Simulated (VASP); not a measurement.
A run of VASP 6.6.1 is set up as follows.

The input POSCAR:

```
Pt
1.0
    2.7161309633      0.0000000000      0.0000000000
   -1.3580654817      2.3522384143      0.0000000000
    0.0000000000      0.0000000000      4.9505693977
Pt
2
Direct
    0.6666666667      0.3333333333      0.7500000000
    0.3333333333      0.6666666667      0.2500000000
```

The input INCAR.step1:

```
PREC = Accurate
ENCUT = 520
ISMEAR = 0
SIGMA = 0.15
LREAL = False
LASPH = True
NELM = 80
NBANDS = 17
GGA = PE
ALGO = Normal
EDIFF = 1E-4
LWAVE = True
LCHARG = False
```

Contents of INCAR.step2:

```
PREC = Accurate
ENCUT = 520
EDIFF = 1E-6
ISMEAR = 0
SIGMA = 0.15
LREAL = False
LASPH = True
NELM = 80
ALGO = Normal
ISIF = 2
LWAVE = False
LCHARG = False
METAGGA = R2SCAN
LMIXTAU = True
NBANDS = 17
ISTART = 1
```

Contents of KPOINTS:

```
Automatic mesh
0
Gamma
  24 24 12
```

Potentials or basis: VASP PAW PBE potentials, release 64 (Pt).

Run with:

```console
$ cat potpaw_PBE.64/Pt/POTCAR > POTCAR
$ cp INCAR.step1 INCAR
$ mpirun -np 1 vasp_std > vasp.out
$ cp INCAR.step2 INCAR
$ mpirun -np 1 vasp_std > vasp.out
```

Question: What does it give for the band gap on the k mesh?

Answer: Zero (bands 10 and 11 overlap by 1.51 eV).

Question: Predict the pressure.

Answer: -3.8 GPa.

Stress tensor (GPa, compression positive):
```
-0.87  0.00  0.00
 0.00 -0.87  0.00
 0.00  0.00 -9.80
```

Caveat: the cell stands under tension; the PAW data sets were made with another functional, which shifts forces and pressure a little; spin-orbit coupling is left out, which moves the levels of the heavy elements.
